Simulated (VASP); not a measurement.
Wanted: the native input for a VASP 6.6.1 run.

- Task: single point
- Functional: r2SCAN
- Potentials or basis: VASP PAW PBE potentials, release 64 (K_sv, F)
- Cutoff: 520 eV
- k mesh: 6 × 6 × 6
- Occupations: gaussian, width 0.5 eV
- Spin: no spin polarisation
- Dipole correction: no
- Further INCAR settings: ALGO = Normal; EDIFF = 1e-06; NBANDS = 15

KF:

```xyz
2
Lattice="0.0000 2.6590 2.6590 2.6590 0.0000 2.6590 2.6590 2.6590 0.0000" Properties=species:S:1:pos:R:3 pbc="T T T"
K     0.0000    0.0000    0.0000
F     2.6590    2.6590    2.6590
```

One way to write it, as run:

POSCAR

```
KF
1.0
    0.0000000000      2.6589605792      2.6589605792
    2.6589605792      0.0000000000      2.6589605792
    2.6589605792      2.6589605792      0.0000000000
K F
1 1
Direct
    0.0000000000      0.0000000000      0.0000000000
    0.5000000000      0.5000000000      0.5000000000
```

INCAR.step1

```
PREC     = Accurate       # precision mode
ENCUT    = 520            # plane-wave cutoff, eV
ISMEAR   = 0              # smearing method
SIGMA    = 0.5            # smearing width, eV
LREAL    = False          # projectors in reciprocal space
LASPH    = True           # aspherical terms in the spheres
NELM     = 80             # most SCF steps
NBANDS   = 15             # bands
GGA      = PE             # functional
ALGO     = Normal         # electronic algorithm
EDIFF    = 1E-4           # SCF threshold, eV
LWAVE    = True           # write WAVECAR
LCHARG   = False          # write CHGCAR
```

INCAR.step2

```
PREC     = Accurate       # precision mode
ENCUT    = 520            # plane-wave cutoff, eV
EDIFF    = 1E-6           # SCF threshold, eV
ISMEAR   = 0              # smearing method
SIGMA    = 0.5            # smearing width, eV
LREAL    = False          # projectors in reciprocal space
LASPH    = True           # aspherical terms in the spheres
NELM     = 80             # most SCF steps
ALGO     = Normal         # electronic algorithm
ISIF     = 2              # what is computed and relaxed
LWAVE    = False          # write WAVECAR
LCHARG   = False          # write CHGCAR
METAGGA  = R2SCAN         # meta-GGA
LMIXTAU  = True         
NBANDS   = 15             # bands
ISTART   = 1
```

KPOINTS

```
Automatic mesh
0
Gamma
  6 6 6
```

Potentials or basis: VASP PAW PBE potentials, release 64 (K_sv, F).

Run with:

```console
$ cat potpaw_PBE.64/K_sv/POTCAR potpaw_PBE.64/F/POTCAR > POTCAR
$ cp INCAR.step1 INCAR
$ mpirun -np 1 vasp_std > vasp.out
$ cp INCAR.step2 INCAR
$ mpirun -np 1 vasp_std > vasp.out
```

It gave:

```
Pressure               : 0.0 GPa
Band gap on the k mesh : 6.91 eV
```

Caveat: so wide a smearing shifts energies and pressures; the PAW data sets were made with another functional, which shifts forces and pressure a little.

Wall time 38 s on 1 thread of Intel(R) Xeon(R) Platinum 8259CL CPU @ 2.50GHz (Skylake/Cascade Lake) (shared host), peak memory 0.16 GiB.
